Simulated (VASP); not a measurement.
# AlN (P6_3/mmc) in VASP: further runs

The runs below take AlN through single point, with PBEsol.

Everything below comes from runs of VASP 6.6.1. Logs are shortened: lines on timing, memory, paths and dates and some standing lists are left out, and cuts for length are marked.

### Step 1. The cell of the first run

The structure is hexagonal, space group P6_3/mmc (No. 194). Conventional cell: a = 3.381 Å, b = 3.381 Å, c = 3.934 Å, α = 90.00°, β = 90.00°, γ = 120.00°. Within 2.6 Å of Al (site symmetry -6m2) lie 5 N at 1.95 to 1.97 Å. N (site symmetry -6m2) has 5 Al at 1.95 to 1.97 Å within 2.6 Å.

### Step 2. Single point, PBEsol

Contents of INCAR:

```
SYSTEM = AlN
ALGO = Normal ; EDIFF = 1E-6
ENCUT = 520 ; GGA = PS
ISIF = 2 ; ISMEAR = 0
LASPH = .True. ; LCHARG = .False.
LREAL = .False. ; LWAVE = .False.
NBANDS = 16 ; NELM = 60
PREC = Accurate ; SIGMA = 0.05
```

Contents of KPOINTS:

```
k-points
0
Gamma
  9 9 6
  0 0 0
```

Contents of POSCAR:

```
AlN
1.0
    3.3808000000      0.0000000000      0.0000000000
   -1.6904000000      2.9278586851      0.0000000000
    0.0000000000      0.0000000000      3.9342000000
Al N
2 2
Direct
    0.3333333333      0.6666666667      0.7500000000
    0.6666666667      0.3333333333      0.2500000000
    0.3333333333      0.6666666667      0.2500000000
    0.6666666667      0.3333333333      0.7500000000
```

Potentials or basis: VASP PAW PBE potentials, release 64 (Al, N).

Launch:

```sh
cat potpaw_PBE.64/Al/POTCAR potpaw_PBE.64/N/POTCAR > POTCAR
mpirun -np 1 vasp_std > vasp.out
```

OUTCAR:

```text
SYSTEM = AlN
   EDIFF = 1E-6
   ENCUT = 520
   GGA = PS
   ISIF = 2
   ISMEAR = 0
   LASPH = .True.
   LREAL = .False.
   NELM = 60
   PREC = Accurate

 ion  position               nearest neighbor table
   1  0.333  0.667  0.750-   4 1.95   4 1.95   4 1.95   3 1.97   3 1.97   2 2.77   2 2.77   2 2.77
                             2 2.77   2 2.77   2 2.77
   2  0.667  0.333  0.250-   3 1.95   3 1.95   3 1.95   4 1.97   4 1.97   1 2.77   1 2.77   1 2.77
                             1 2.77   1 2.77   1 2.77
   3  0.333  0.667  0.250-   2 1.95   2 1.95   2 1.95   1 1.97   1 1.97
   4  0.667  0.333  0.750-   1 1.95   1 1.95   1 1.95   2 1.97   2 1.97

  LATTYP: Found a hexagonal cell.
 ALAT       =     3.3808000000
 C/A-ratio  =     1.1636890677

  Lattice vectors:

 A1 = (   3.3808000000,   0.0000000000,   0.0000000000)
 A2 = (  -1.6904000000,   2.9278586851,   0.0000000000)
 A3 = (   0.0000000000,   0.0000000000,   3.9342000000)

Analysis of symmetry for initial positions (statically):
=====================================================================
 Subroutine PRICEL returns:
 Original cell was already a primitive cell.

 Routine SETGRP: Setting up the symmetry group for a
 hexagonal supercell.

 Subroutine GETGRP returns: Found 24 space group operations
 (whereof 12 operations were pure point group operations)
 out of a pool of 24 trial point group operations.

The static configuration has the point symmetry D_3d.
 The point group associated with its full space group is D_6h.

Analysis of symmetry for dynamics (positions and initial velocities):
=====================================================================
 Subroutine PRICEL returns:
 Original cell was already a primitive cell.

 Routine SETGRP: Setting up the symmetry group for a
 hexagonal supercell.

 Subroutine GETGRP returns: Found 24 space group operations
 (whereof 12 operations were pure point group operations)
 out of a pool of 24 trial point group operations.

The dynamic configuration has the point symmetry D_3d.
 The point group associated with its full space group is D_6h.

 Subroutine INISYM returns: Found 24 space group operations
 (whereof 12 operations are pure point group operations),
 and found     1 'primitive' translations

----------------------------------------------------------------------------------------

                                     Primitive cell

  volume of cell :      38.9427

  direct lattice vectors                    reciprocal lattice vectors
     3.380800000  0.000000000  0.000000000     0.295787979  0.170773269  0.000000000
    -1.690400000  2.927858685  0.000000000     0.000000000  0.341546539  0.000000000
     0.000000000  0.000000000  3.934200000     0.000000000  0.000000000  0.254181282

  length of vectors
     3.380800000  3.380800000  3.934200000     0.341546539  0.341546539  0.254181282

  position of ions in fractional coordinates (direct lattice)
     0.333333333  0.666666667  0.750000000
     0.666666667  0.333333333  0.250000000
     0.333333333  0.666666667  0.250000000
     0.666666667  0.333333333  0.750000000

  ion indices of the primitive-cell ions
   primitive index   ion index
                 1           1
                 2           2
                 3           3
                 4           4

----------------------------------------------------------------------------------------

 KPOINTS: k-points

Automatic generation of k-mesh.
 Grid dimensions read from file:
 generate k-points for:    9    9    6

 Generating k-lattice:

  Cartesian coordinates                     Fractional coordinates (reciprocal lattice)
     0.032865331  0.018974808  0.000000000     0.111111111 -0.000000000  0.000000000
     0.000000000  0.037949615  0.000000000     0.000000000  0.111111111  0.000000000
     0.000000000  0.000000000  0.042363547     0.000000000  0.000000000  0.166666667

  Length of vectors
     0.037949615  0.037949615  0.042363547

  Shift w.r.t. Gamma in fractional coordinates (k-lattice)
     0.000000000  0.000000000  0.000000000

 Subroutine IBZKPT returns following result:
 ===========================================

 Found     48 irreducible k-points:

 Following reciprocal coordinates:
            Coordinates               Weight
  0.000000  0.000000  0.000000      1.000000
  0.111111 -0.000000  0.000000      6.000000
  0.222222 -0.000000  0.000000      6.000000
  0.333333  0.000000  0.000000      6.000000
  0.444444 -0.000000  0.000000      6.000000
  0.111111  0.111111  0.000000      6.000000
[... 16 lines left out ...]
  0.333333  0.222222  0.166667     24.000000
  0.333333  0.333333  0.166667      4.000000
 [... further k-points ...]
   k-points           NKPTS =     48   k-points in BZ     NKDIM =     48   number of bands    NBANDS=     16
   number of dos      NEDOS =    301   number of ions     NIONS =      4
   total plane-waves  NPLWV =  23520
   dimension x,y,z NGX =    28 NGY =   28 NGZ =   30
   dimension x,y,z NGXF=    56 NGYF=   56 NGZF=   60
   ions per type =               2   2
   NGX,Y,Z   is equivalent  to a cutoff of  13.77, 13.77, 12.68 a.u.
   NGXF,Y,Z  is equivalent  to a cutoff of  27.54, 27.54, 25.35 a.u.
 SYSTEM =  AlN
   PREC   = accura    normal or accurate (medium, high low for compatibility)
   ISTART =      0    job   : 0-new  1-cont  2-samecut
   ICHARG =      2    charge: 1-file 2-atom 10-const
   ISPIN  =      1    spin polarized calculation?
   LNONCOLLINEAR =      F non collinear calculations
   LSORBIT =      F    spin-orbit coupling
   LASPH  =      T    aspherical Exc in radial PAW
   ENCUT  =  520.0 eV  38.22 Ry    6.18 a.u.   6.29  6.29  7.32*2*pi/ulx,y,z
   NELM   =     60;   NELMIN=  2; NELMDL= -5     # of ELM steps
   EDIFF  = 0.1E-05   stopping-criterion for ELM
   LREAL  =      F    real-space projection
   EDIFFG = 0.1E-04   stopping-criterion for IOM
   NSW    =      0    number of steps for IOM
   IBRION =     -1    ionic relax: 0-MD 1-quasi-New 2-CG
   NFREE  =      0    steps in history (QN), initial steepest desc. (CG)
   ISIF   =      2    stress and relaxation
   ISYM   =      2    0-nonsym 1-usesym 2-fastsym
   POTIM  = 0.5000    time-step for ionic-motion
   TEBEG  =    0.0;   TEEND  =   0.0 temperature during run
   PSTRESS=    0.0 pullay stress
   NELECT =      16.0000    total number of electrons
   NUPDOWN=      -1.0000    fix difference up-down
   EMIN   =  10.00;   EMAX   =-10.00  energy-range for DOS
   EFERMI =   0.00;   METHOD = LEGACY
   ISMEAR =     0;   SIGMA  =   0.05  broadening in eV -4-tet -1-fermi 0-gaus
   EFERMI_NEDOS =   21; number of points for ismear=-14 and -15
   IALGO  =     38    algorithm
   IMIX   =      4    mixing-type and parameters
     AMIX     =   0.40;   BMIX     =  1.00
     AMIX_MAG =   1.60;   BMIX_MAG =  1.00
  volume/ion in A,a.u.               =       9.74        65.70
  Fermi-wavevector in a.u.,A,eV,Ry     =   1.217044  2.299879 20.152884  1.481195
  Thomas-Fermi vector in A             =   2.352377
   LORBIT       =      0    0 simple, 1 ext, 2 COOP (PROOUT), +10 PAW based schemes
   GGA     = PS    functional components
   LHFCALC =     F    Hartree Fock is set to
   AEXX    =    0.0000 exact exchange contribution
   IVDW    =     0    specifies the selected vdW correction
   LEPSILON=     F    determine dielectric tensor
   LRPA    =     F    only Hartree local field effects (RPA)
 non-spin polarized calculation
 Gauss-broadening in eV      SIGMA  =   0.05
  energy-cutoff  :      520.00
  volume of cell :       38.94
 maximum number of plane-waves:      1064
 NGX is ok and might be reduce to    28
   NGX = 13   NGY = 13   NGZ = 15

 number of electron      15.9999997 magnetization

 Free energy of the ion-electron system (eV)
  ---------------------------------------------------
  ext. energy  EPLUGINS =         0.00000000
  ---------------------------------------------------
  free energy    TOTEN  =       -30.84445224 eV

  energy without entropy =      -30.84445224  energy(sigma->0) =      -30.84445224

 E-fermi :   7.9671     XC(G=0): -11.4276

 val. band max:        7.6847333206   @ k =   0.0000   0.0000   0.0000
 cond. band min:      11.2517383086   @ k =   0.0000   0.0000   0.0000
 fundamental gap:      3.5670049879
 Fermi energy:         7.9671325393

 k-point     1 :       0.0000    0.0000    0.0000
  band No.  band energies     occupation
      1      -8.9131      2.00000
      2      -4.7281      2.00000
      3       1.2073      2.00000
      4       4.4386      2.00000
      5       4.4386      2.00000
      6       6.5592      2.00000
[... 8 lines left out ...]
     15      19.6124      0.00000
     16      19.6124      0.00000

 k-point     2 :       0.1111   -0.0000    0.0000
  band No.  band energies     occupation
      1      -8.7775      2.00000
      2      -4.7659      2.00000
      3       1.3462      2.00000
      4       4.0189      2.00000
      5       4.2330      2.00000
      6       6.1010      2.00000
[... 8 lines left out ...]
     15      19.1806      0.00000
     16      19.8220      0.00000

 k-point     3 :       0.2222   -0.0000    0.0000
  band No.  band energies     occupation
      1      -8.3871      2.00000
      2      -4.9167      2.00000
      3       1.7506      2.00000
      4       3.0972      2.00000
      5       3.8153      2.00000
      6       5.3157      2.00000
[... 8 lines left out ...]
     15      18.6097      0.00000
     16      20.6821      0.00000
[... 362 lines left out ...]
 k-point    23 :       0.3333    0.2222    0.1667
  band No.  band energies     occupation
      1      -6.7722      2.00000
      2      -5.8873      2.00000
      3       1.3832      2.00000
      4       2.1293      2.00000
      5       2.9803      2.00000
      6       4.9356      2.00000
[... 8 lines left out ...]
     15      20.0538      0.00000
     16      21.4262      0.00000

 k-point    24 :       0.3333    0.3333    0.1667
  band No.  band energies     occupation
      1      -6.2910      2.00000
      2      -6.2910      2.00000
      3       1.3086      2.00000
      4       2.4297      2.00000
      5       2.4297      2.00000
      6       5.5226      2.00000
[... 8 lines left out ...]
     15      19.5885      0.00000
     16      21.6460      0.00000

 [... further k-points ...]

------------------------ aborting loop because EDIFF is reached ----------------------------------------

  FORCE on cell =-STRESS in cart. coord.  units (eV):
  Direction    XX          YY          ZZ          XY          YZ          ZX
  --------------------------------------------------------------------------------------
  -------------------------------------------------------------------------------------
  Total       -1.1208884     -1.1208884      3.1245992      0.0000000      0.0000000      0.0000000
  in kB      -46.1155010    -46.1155010    128.5520107      0.0000000      0.0000000      0.0000000
  external PRESSURE =      12.1070029 kB  Pullay stress =       0.0000000 kB

 VOLUME and BASIS-vectors are now :
 -----------------------------------------------------------------------------
  energy-cutoff  :      520.00
  volume of cell :       38.94
      direct lattice vectors                 reciprocal lattice vectors
     3.380800000  0.000000000  0.000000000     0.295787979  0.170773269  0.000000000
    -1.690400000  2.927858685  0.000000000     0.000000000  0.341546539  0.000000000
     0.000000000  0.000000000  3.934200000     0.000000000  0.000000000  0.254181282

 POSITION                                       TOTAL-FORCE (eV/Angst)
 -----------------------------------------------------------------------------------
     -0.00000      1.95191      2.95065         0.000000     -0.000000      0.000000
      1.69040      0.97595      0.98355        -0.000000      0.000000      0.000000
     -0.00000      1.95191      0.98355        -0.000000     -0.000000      0.000000
      1.69040      0.97595      2.95065         0.000000      0.000000      0.000000
 -----------------------------------------------------------------------------------
    total drift:                               -0.000000      0.000000      0.000000

  FREE ENERGIE OF THE ION-ELECTRON SYSTEM (eV)
  ---------------------------------------------------
  free  energy   TOTEN  =       -30.8444522447 eV

  energy  without entropy=      -30.8444522447  energy(sigma->0) =      -30.84445224
```

It took 66 s on 1 thread of AMD EPYC 7R13, shared host; peak memory 0.14 GiB.

Results:

| Item | Value |
| --- | --- |
| Free energy | -30.8445 eV |
| Pressure | 1.2 GPa |
| Band gap on the k mesh | 3.57 eV, direct |

Stress tensor (GPa, compression positive):
```
-4.61  0.00  0.00
 0.00 -4.61  0.00
 0.00  0.00 12.86
```

Levels at points of the mesh, in eV from the valence-band top:
```csv
k point,band 5,band 6,band 7,band 8,band 9,band 10,band 11,band 12
"(0.00, 0.00, 0.00)",-3.25,-1.13,-1.13,0.00,3.57,4.66,8.23,8.23
"(0.00, 0.00, 0.50)",-2.23,-2.23,-2.23,-2.23,6.00,6.00,8.24,8.24
```

Caveat: the PAW data sets were made with another functional, which shifts forces and pressure a little.

### Step 3. Single point, PBEsol

This run uses another cell than the first one, of 9.71 Å³/atom, 0.997 times its volume.

Contents of INCAR:

```
SYSTEM = AlN
ALGO     = Normal         ! electronic algorithm
EDIFF    = 1E-6           ! SCF threshold, eV
ENCUT    = 520            ! plane-wave cutoff, eV
GGA      = PS             ! functional
ISIF     = 2              ! what is computed and relaxed
ISMEAR   = 0              ! smearing method
LASPH    = .TRUE.         ! aspherical terms in the spheres
LCHARG   = .TRUE.         ! write CHGCAR
LELF     = .TRUE.         ! ELF
LREAL    = .FALSE.        ! projectors in reciprocal space
LVHAR    = .TRUE.       
LWAVE    = .FALSE.        ! write WAVECAR
NBANDS   = 16             ! bands
NELM     = 100            ! most SCF steps
PREC     = Accurate       ! precision mode
SIGMA    = 0.05           ! smearing width, eV
```

Contents of KPOINTS:

```
k-points
0
G
  9 9 6
  0 0 0
```

Contents of POSCAR:

```
AlN
1.0
    3.3412000000      0.0000000000      0.0000000000
   -1.6706000000      2.8935640791      0.0000000000
    0.0000000000      0.0000000000      4.0170000000
Al N
2 2
Direct
    0.3333333333      0.6666666667      0.7500000000
    0.6666666667      0.3333333333      0.2500000000
    0.3333333333      0.6666666667      0.2500000000
    0.6666666667      0.3333333333      0.7500000000
```

Potentials or basis: VASP PAW PBE potentials, release 64 (Al, N).

Launch:

```sh
cat potpaw_PBE.64/Al/POTCAR potpaw_PBE.64/N/POTCAR > POTCAR
mpirun -np 1 vasp_std > vasp.out
```

Run time: 64 s. Hardware: 1 thread of AMD EPYC 7R13, shared host; peak memory 0.14 GiB.

Results (log left out):

- Free energy: -30.9142 eV
- Pressure: 1.1 GPa
- Band gap on the k mesh: 3.50 eV, direct

Stress tensor (GPa, compression positive):
```
-2.06  0.00  0.00
 0.00 -2.06  0.00
 0.00  0.00  7.29
```

Levels at points of the mesh, in eV from the valence-band top:
| k point | band 4 | band 5 | band 6 | band 7 | band 8 | band 9 | band 10 | band 11 | band 12 | band 13 |
| --- | --- | --- | --- | --- | --- | --- | --- | --- | --- | --- |
| (0.00, 0.00, 0.00) | -3.30 | -3.30 | -1.35 | -1.35 | 0.00 | 3.50 | 4.58 | 8.22 | 8.22 | 11.61 |
| (0.00, 0.00, 0.50) | -3.62 | -2.37 | -2.37 | -2.37 | -2.37 | 5.88 | 5.88 | 8.30 | 8.30 | 8.30 |

Caveat: the PAW data sets were made with another functional, which shifts forces and pressure a little.

[end of part 1 of 2]
